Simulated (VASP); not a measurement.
# BN (P6_3mc) in VASP: notebook

Runs on BN. Level: LDA. Tasks: single point.

All numbers are computed with VASP 6.6.1; they aren't measurements. Logs are shortened: lines on timing, memory, paths and dates and some standing lists are left out, and cuts for length are marked.

**1. The cell of the first run**

The structure is hexagonal, space group P6_3mc (No. 186). Conventional cell: a = 2.536 Å, b = 2.536 Å, c = 4.199 Å, α = 90.00°, β = 90.00°, γ = 120.00°. B (site symmetry 3m) has 4 N at 1.56 to 1.57 Å within 2.1 Å. N (site symmetry 3m) has 4 B at 1.56 to 1.57 Å within 2.1 Å.

**2. Single point, LDA**

Contents of INCAR:

```
SYSTEM = BN
PREC = Accurate ; ENCUT = 600
EDIFF = 1E-6 ; ISMEAR = 0
SIGMA = 0.01 ; LREAL = .False.
LASPH = .True. ; NELM = 120
ALGO = Normal ; ISIF = 2
LWAVE = .False. ; LCHARG = .False.
NBANDS = 16 ; GGA_COMPAT = .False.
```

Contents of KPOINTS:

```
Automatic mesh
0
Gamma
  6 6 3
  0 0 0
```

Contents of POSCAR:

```
BN
1.0
    2.5360000000      0.0000000000      0.0000000000
   -1.2680000000      2.1962400000      0.0000000000
    0.0000000000      0.0000000000      4.1990000000
B N
2 2
Direct
    0.6666666667      0.3333333333      0.0000000000
    0.3333333333      0.6666666667      0.5000000000
    0.6666666667      0.3333333333      0.3750000000
    0.3333333333      0.6666666667      0.8750000000
```

Potentials or basis: VASP PAW LDA potentials, release 64 (B, N).

Launch:

```console
$ cat potpaw_LDA.64/B/POTCAR potpaw_LDA.64/N/POTCAR > POTCAR
$ mpirun -np 1 vasp_std > vasp.out
```

OUTCAR:

```text
SYSTEM = BN
   PREC = Accurate
   ENCUT = 600
   EDIFF = 1E-6
   ISMEAR = 0
   LREAL = .False.
   LASPH = .True.
   NELM = 120
   ISIF = 2

 ion  position               nearest neighbor table
   1  0.667  0.333  0.000-   4 1.56   4 1.56   4 1.56   3 1.57
   2  0.333  0.667  0.500-   3 1.56   3 1.56   3 1.56   4 1.57
   3  0.667  0.333  0.375-   2 1.56   2 1.56   2 1.56   1 1.57
   4  0.333  0.667  0.875-   1 1.56   1 1.56   1 1.56   2 1.57

  LATTYP: Found a hexagonal cell.
 ALAT       =     2.5360000000
 C/A-ratio  =     1.6557570978

  Lattice vectors:

 A1 = (   2.5360000000,   0.0000000000,   0.0000000000)
 A2 = (  -1.2680000000,   2.1962400000,   0.0000000000)
 A3 = (   0.0000000000,   0.0000000000,   4.1990000000)

Analysis of symmetry for initial positions (statically):
=====================================================================
 Subroutine PRICEL returns:
 Original cell was already a primitive cell.

 Routine SETGRP: Setting up the symmetry group for a
 hexagonal supercell.

 Subroutine GETGRP returns: Found 12 space group operations
 (whereof  6 operations were pure point group operations)
 out of a pool of 24 trial point group operations.

The static configuration has the point symmetry C_3v.
 The point group associated with its full space group is C_6v.

Analysis of symmetry for dynamics (positions and initial velocities):
=====================================================================
 Subroutine PRICEL returns:
 Original cell was already a primitive cell.

 Routine SETGRP: Setting up the symmetry group for a
 hexagonal supercell.

 Subroutine GETGRP returns: Found 12 space group operations
 (whereof  6 operations were pure point group operations)
 out of a pool of 24 trial point group operations.

The dynamic configuration has the point symmetry C_3v.
 The point group associated with its full space group is C_6v.

 Subroutine INISYM returns: Found 12 space group operations
 (whereof  6 operations are pure point group operations),
 and found     1 'primitive' translations

----------------------------------------------------------------------------------------

                                     Primitive cell

  volume of cell :      23.3870

  direct lattice vectors                    reciprocal lattice vectors
     2.536000000  0.000000000  0.000000000     0.394321767  0.227661822  0.000000000
    -1.268000000  2.196240000  0.000000000     0.000000000  0.455323644  0.000000000
     0.000000000  0.000000000  4.199000000     0.000000000  0.000000000  0.238151941

  length of vectors
     2.536000000  2.535999633  4.199000000     0.455323578  0.455323644  0.238151941

[... 79 lines left out ...]
   ISIF   =      2    stress and relaxation
   ISYM   =      2    0-nonsym 1-usesym 2-fastsym
   POTIM  = 0.5000    time-step for ionic-motion
   TEBEG  =    0.0;   TEEND  =   0.0 temperature during run
   PSTRESS=    0.0 pullay stress
   NELECT =      16.0000    total number of electrons
   NUPDOWN=      -1.0000    fix difference up-down
   EMIN   =  10.00;   EMAX   =-10.00  energy-range for DOS
   EFERMI =   0.00;   METHOD = LEGACY
   ISMEAR =     0;   SIGMA  =   0.01  broadening in eV -4-tet -1-fermi 0-gaus
   EFERMI_NEDOS =   21; number of points for ismear=-14 and -15
   IALGO  =     38    algorithm
   IMIX   =      4    mixing-type and parameters
     AMIX     =   0.40;   BMIX     =  1.00
     AMIX_MAG =   1.60;   BMIX_MAG =  1.00
  volume/ion in A,a.u.               =       5.85        39.46
  Fermi-wavevector in a.u.,A,eV,Ry     =   1.442524  2.725976 28.312048  2.080877
  Thomas-Fermi vector in A             =   2.561035
   LORBIT       =      0    0 simple, 1 ext, 2 COOP (PROOUT), +10 PAW based schemes
   GGA     = CA    functional components
   LHFCALC =     F    Hartree Fock is set to
   AEXX    =    0.0000 exact exchange contribution
   IVDW    =     0    specifies the selected vdW correction
   LEPSILON=     F    determine dielectric tensor
   LRPA    =     F    only Hartree local field effects (RPA)
 non-spin polarized calculation
 Gauss-broadening in eV      SIGMA  =   0.01
  energy-cutoff  :      600.00
  volume of cell :       23.39
 maximum number of plane-waves:       801
   NGX = 11   NGY = 11   NGZ = 17

 number of electron      16.0000001 magnetization

 Free energy of the ion-electron system (eV)
  ---------------------------------------------------
  ext. energy  EPLUGINS =         0.00000000
  ---------------------------------------------------
  free energy    TOTEN  =       -38.74946147 eV

  energy without entropy =      -38.74946147  energy(sigma->0) =      -38.74946147

 E-fermi :   7.8103     XC(G=0): -13.1449

 val. band max:        7.6701322762   @ k =   0.0000   0.0000   0.0000
 cond. band min:      12.6354361370   @ k =   0.3333   0.3333   0.0000
 fundamental gap:      4.9653038608
 Fermi energy:         7.8103274101

 k-point     1 :       0.0000    0.0000    0.0000
  band No.  band energies     occupation
      1     -12.6869      2.00000
      2      -8.4291      2.00000
      3      -3.3650      2.00000
      4       5.5276      2.00000
      5       5.5276      2.00000
      6       7.4166      2.00000
[... 243 lines left out ...]
      3      -1.0468      2.00000
      4      -0.8907      2.00000
      5      -0.8907      2.00000
      6       0.7753      2.00000
[... 8 lines left out ...]
     15      24.2872      0.00000
     16      24.2872      0.00000

------------------------ aborting loop because EDIFF is reached ----------------------------------------

  FORCE on cell =-STRESS in cart. coord.  units (eV):
  Direction    XX          YY          ZZ          XY          YZ          ZX
  --------------------------------------------------------------------------------------
  -------------------------------------------------------------------------------------
  Total       -0.7573877     -0.7573874     -0.8789017      0.0000000      0.0000000      0.0000000
  in kB      -51.8864439    -51.8864239    -60.2110207      0.0000000      0.0000000      0.0000000
  external PRESSURE =     -54.6612962 kB  Pullay stress =       0.0000000 kB

 VOLUME and BASIS-vectors are now :
 -----------------------------------------------------------------------------
  energy-cutoff  :      600.00
  volume of cell :       23.39
      direct lattice vectors                 reciprocal lattice vectors
     2.536000000  0.000000000  0.000000000     0.394321767  0.227661822  0.000000000
    -1.268000000  2.196240000  0.000000000     0.000000000  0.455323644  0.000000000
     0.000000000  0.000000000  4.199000000     0.000000000  0.000000000  0.238151941

 POSITION                                       TOTAL-FORCE (eV/Angst)
 -----------------------------------------------------------------------------------
      1.26800      0.73208      0.00000         0.000000     -0.000000      0.046477
     -0.00000      1.46416      2.09950        -0.000000     -0.000000      0.046477
      1.26800      0.73208      1.57462        -0.000000     -0.000000     -0.046477
     -0.00000      1.46416      3.67413         0.000000      0.000000     -0.046477
 -----------------------------------------------------------------------------------
    total drift:                                0.000000      0.000000     -0.000578

  FREE ENERGIE OF THE ION-ELECTRON SYSTEM (eV)
  ---------------------------------------------------
  free  energy   TOTEN  =       -38.7494614651 eV

  energy  without entropy=      -38.7494614651  energy(sigma->0) =      -38.74946147
```

OSZICAR:

```text
N       E                     dE             d eps       ncg     rms          rms(c)
DAV:   1     0.378292118004E+02    0.37829E+02   -0.91170E+03   448   0.109E+03
DAV:   2    -0.387852486436E+02   -0.76614E+02   -0.71165E+02   640   0.231E+02
DAV:   3    -0.410601881504E+02   -0.22749E+01   -0.22683E+01   528   0.357E+01
DAV:   4    -0.410659127539E+02   -0.57246E-02   -0.57243E-02   528   0.214E+00
DAV:   5    -0.410659272601E+02   -0.14506E-04   -0.14506E-04   512   0.985E-02    0.927E+00
DAV:   6    -0.390299543511E+02    0.20360E+01   -0.25215E+00   552   0.141E+01    0.423E+00
DAV:   7    -0.388146003727E+02    0.21535E+00   -0.27988E-01   568   0.416E+00    0.256E+00
DAV:   8    -0.387510898733E+02    0.63510E-01   -0.80990E-02   568   0.207E+00    0.262E-01
DAV:   9    -0.387495069590E+02    0.15829E-02   -0.26956E-03   496   0.516E-01    0.142E-01
DAV:  10    -0.387494624914E+02    0.44468E-04   -0.16663E-04   592   0.112E-01    0.168E-02
DAV:  11    -0.387494617000E+02    0.79144E-06   -0.14389E-05   560   0.329E-02    0.115E-02
DAV:  12    -0.387494614651E+02    0.23485E-06   -0.14703E-06   288   0.110E-02
   1 F= -.38749461E+02 E0= -.38749461E+02  d E =-.456509E-89
```

It took 7.8 s on 1 thread of Intel Xeon Platinum 8488C (Sapphire Rapids), shared host; peak memory 0.12 GiB.

What came out:

| Item | Value |
| --- | --- |
| Free energy | -38.7495 eV |
| Pressure | -5.5 GPa |
| Largest force | 0.046 eV/Å |
| Band gap on the k mesh | 4.97 eV, indirect (least direct gap 8.27 eV) |

Forces in eV/Å, atoms in the order of the input:
```
B    0.000  0.000  0.046
B    0.000  0.000  0.046
N    0.000  0.000 -0.046
N    0.000  0.000 -0.046
```

Levels at points of the mesh, in eV from the valence-band top:
```csv
k point,band 5,band 6,band 7,band 8,band 9,band 10,band 11,band 12
"(0.00, 0.00, 0.00)",-2.14,-0.25,0.00,0.00,8.30,8.30,8.50,9.76
"(0.50, 0.00, 0.00)",-6.94,-5.05,-4.49,-2.15,6.67,7.85,10.57,11.53
```

Caveat: the k points lie up to 0.50 Å⁻¹ apart. LDA gaps usually lie below the measured ones, often by a third to a half.

**3. Single point, LDA**

Contents of INCAR:

```
  ALGO = Normal
  EDIFF = 1E-6
  ENCUT = 600
  GGA = CA
  GGA_COMPAT = False
  ISIF = 2
  ISMEAR = 0
  LASPH = True
  LCHARG = False
  LREAL = False
  LWAVE = False
  NBANDS = 16
  NELM = 120
  PREC = Accurate
  SIGMA = 0.01
```

Contents of KPOINTS:

```
k-points
0
Gamma
  8 8 4
```

POSCAR is that of step 2.

Potentials or basis: VASP PAW LDA potentials, release 64 (B, N).

Launch:

```console
$ cat potpaw_LDA.64/B/POTCAR potpaw_LDA.64/N/POTCAR > POTCAR
$ mpirun -np 1 vasp_std > vasp.out
```

OUTCAR:

```text
EDIFF = 1E-6
   ENCUT = 600
   GGA = CA
   ISIF = 2
   ISMEAR = 0
   LASPH = True
   LREAL = False
   NELM = 120
   PREC = Accurate

 ion  position               nearest neighbor table
   1  0.667  0.333  0.000-   4 1.56   4 1.56   4 1.56   3 1.57
   2  0.333  0.667  0.500-   3 1.56   3 1.56   3 1.56   4 1.57
   3  0.667  0.333  0.375-   2 1.56   2 1.56   2 1.56   1 1.57
   4  0.333  0.667  0.875-   1 1.56   1 1.56   1 1.56   2 1.57

  LATTYP: Found a hexagonal cell.
[... 649 lines left out ...]
     15      23.7467      0.00000
     16      23.7467      0.00000

 [... further k-points ...]
[... 5 lines left out ...]
  --------------------------------------------------------------------------------------
  -------------------------------------------------------------------------------------
  Total       -0.7614251     -0.7614248     -0.8823169      0.0000000      0.0000000      0.0000000
  in kB      -52.1630352    -52.1630150    -60.4449795      0.0000000      0.0000000      0.0000000
  external PRESSURE =     -54.9236766 kB  Pullay stress =       0.0000000 kB

 VOLUME and BASIS-vectors are now :
 -----------------------------------------------------------------------------
  energy-cutoff  :      600.00
  volume of cell :       23.39
      direct lattice vectors                 reciprocal lattice vectors
     2.536000000  0.000000000  0.000000000     0.394321767  0.227661822  0.000000000
    -1.268000000  2.196240000  0.000000000     0.000000000  0.455323644  0.000000000
     0.000000000  0.000000000  4.199000000     0.000000000  0.000000000  0.238151941

 POSITION                                       TOTAL-FORCE (eV/Angst)
 -----------------------------------------------------------------------------------
      1.26800      0.73208      0.00000        -0.000000      0.000000      0.049324
     -0.00000      1.46416      2.09950         0.000000     -0.000000      0.049324
      1.26800      0.73208      1.57462        -0.000000      0.000000     -0.049324
     -0.00000      1.46416      3.67413         0.000000     -0.000000     -0.049324
 -----------------------------------------------------------------------------------
    total drift:                                0.000000      0.000000     -0.000564

  FREE ENERGIE OF THE ION-ELECTRON SYSTEM (eV)
  ---------------------------------------------------
  free  energy   TOTEN  =       -38.7556258027 eV

  energy  without entropy=      -38.7556258027  energy(sigma->0) =      -38.75562580
```

OSZICAR:

```text
N       E                     dE             d eps       ncg     rms          rms(c)
DAV:   1     0.392953513208E+02    0.39295E+02   -0.91569E+03   968   0.109E+03
DAV:   2    -0.387490858089E+02   -0.78044E+02   -0.72648E+02  1360   0.226E+02
DAV:   3    -0.410636505740E+02   -0.23146E+01   -0.23081E+01  1144   0.351E+01
DAV:   4    -0.410687136391E+02   -0.50631E-02   -0.50628E-02  1136   0.202E+00
DAV:   5    -0.410687262290E+02   -0.12590E-04   -0.12590E-04  1056   0.921E-02    0.927E+00
DAV:   6    -0.390358593103E+02    0.20329E+01   -0.25208E+00  1152   0.141E+01    0.423E+00
DAV:   7    -0.388206323260E+02    0.21523E+00   -0.27629E-01  1216   0.415E+00    0.256E+00
DAV:   8    -0.387571990303E+02    0.63433E-01   -0.80589E-02  1176   0.206E+00    0.259E-01
DAV:   9    -0.387556713994E+02    0.15276E-02   -0.26035E-03  1032   0.507E-01    0.141E-01
DAV:  10    -0.387556269291E+02    0.44470E-04   -0.16621E-04  1248   0.111E-01    0.169E-02
DAV:  11    -0.387556260310E+02    0.89819E-06   -0.14026E-05  1136   0.327E-02    0.116E-02
DAV:  12    -0.387556258027E+02    0.22826E-06   -0.14434E-06   568   0.110E-02
   1 F= -.38755626E+02 E0= -.38755626E+02  d E =-.150635E-90
```

stdout:

```text
POSCAR found type information on POSCAR B N
 POSCAR found :  2 types and       4 ions
 scaLAPACK will be used
 LDA part: xc-table for (Slater(with rela. corr.)+CA(PZ))
 , standard interpolation
 POSCAR, INCAR and KPOINTS ok, starting setup
 FFT: planning ... GRIDC
 FFT: planning ... GRID_SOFT
 FFT: planning ... GRID
 WAVECAR not read
 entering main loop
```

It took 14 s on 1 thread of Intel Xeon Platinum 8488C (Sapphire Rapids), shared host; peak memory 0.13 GiB.

What came out:

| Property | Result |
| --- | --- |
| Free energy | -38.7556 eV |
| Pressure | -5.5 GPa |
| Largest force | 0.049 eV/Å |
| Band gap on the k mesh | 5.29 eV, indirect (least direct gap 8.23 eV) |

Forces on the atoms (eV/Å):
```
B    0.000  0.000  0.049
B    0.000  0.000  0.049
N    0.000  0.000 -0.049
N    0.000  0.000 -0.049
```

Stress tensor (GPa, compression positive):
```
-5.22  0.00  0.00
 0.00 -5.22  0.00
 0.00  0.00 -6.04
```

(Continued in part 2 of 2.)
